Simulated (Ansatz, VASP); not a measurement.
## KMgPd3: VASP beside Ansatz

```
K Mg Pd
1.0
     3.51360    0.00000    0.00000
     0.00000    3.51360    0.00000
     0.00000    0.00000    9.15501
K Mg Pd
1 1 3
Cartesian
  1.7568 1.7568 4.5775
  0.0000 0.0000 0.0000
  0.0000 0.0000 6.7362
  0.0000 0.0000 2.4188
  1.7568 1.7568 0.0000
```

Alike in both runs: functional PBE; k mesh 10 × 10 × 4; occupations gaussian, width 0.1 eV; no spin polarisation.

Ansatz relaxed the structure, and its values are those at the end. VASP's run is a single point on that final structure, the one shown.

|  | VASP | Ansatz |
| --- | --- | --- |
| version | VASP 6.6.1 | Ansatz 0.2.0 |
| potentials or method | VASP PAW PBE potentials, release 64 (K_sv, Mg, Pd), cutoff 600 eV | scalar-relativistic, plane waves, PAW |
| valence electrons in the cell | 41 | 73 |

```tsv
	VASP	Ansatz	Ansatz less VASP
gap on the k mesh at the Fermi level (eV)	none	none	-
pressure (GPa)	0.0	0.0	-0.02
rms of the force components (eV/Å)	0.004	0.001	-0.0025
```

A gap of «none» marks a metal or a gap that the smearing closes. With one functional, cell and mesh, what is left measures potentials, basis and numerics. VASP's potentials hold 41 valence electrons a cell and Ansatz's 73, so a difference there can come from the potentials and not from the codes.
